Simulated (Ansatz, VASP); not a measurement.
One calculation of SnO2, two programs

```xyz
6
Lattice="4.7380 0.0000 0.0000 0.0000 4.7380 0.0000 0.0000 0.0000 3.1865" Properties=species:S:1:pos:R:3 pbc="T T T"
Sn    2.3754    2.4140    1.5851
Sn   -0.0463    0.0291   -0.0057
O     3.8256    0.9225    1.6109
O     3.3039    3.3129    0.0109
O     0.9858    3.8486    1.6247
O     1.4614    1.4522   -0.0394
```

Change from the starting cell: atoms moved at random, drawn with an rms of 0.05 Å.

Alike in both runs: task single point; functional PBEsol; k mesh 6 × 6 × 8; occupations fermi-dirac, width 0.05 eV; no spin polarisation.

```csv
,VASP,Ansatz
version,VASP 6.6.1,Ansatz 0.2.0
potentials or method,"VASP PAW PBE potentials, release 64 (Sn_d, O), cutoff 520 eV","all-electron LAPW, scalar-relativistic"
```

```tsv
	VASP	Ansatz	Ansatz less VASP
gap on the k mesh at the Fermi level (eV)	1.07	1.08	+0.011
least direct gap on the mesh (eV)	1.07	1.08	+0.011
pressure (GPa)	5.4	4.7	-0.68
traceless stress, the component that is largest in VASP (GPa)	1.02	0.82	-0.205
rms of the force components (eV/Å)	0.595	0.586	-0.0084
```

VASP's potentials were made for PBE, not for PBEsol. Atom by atom the forces differ by 0.013 eV/Å (rms over components). Ansatz ran all-electron here, and VASP with PAW potentials.
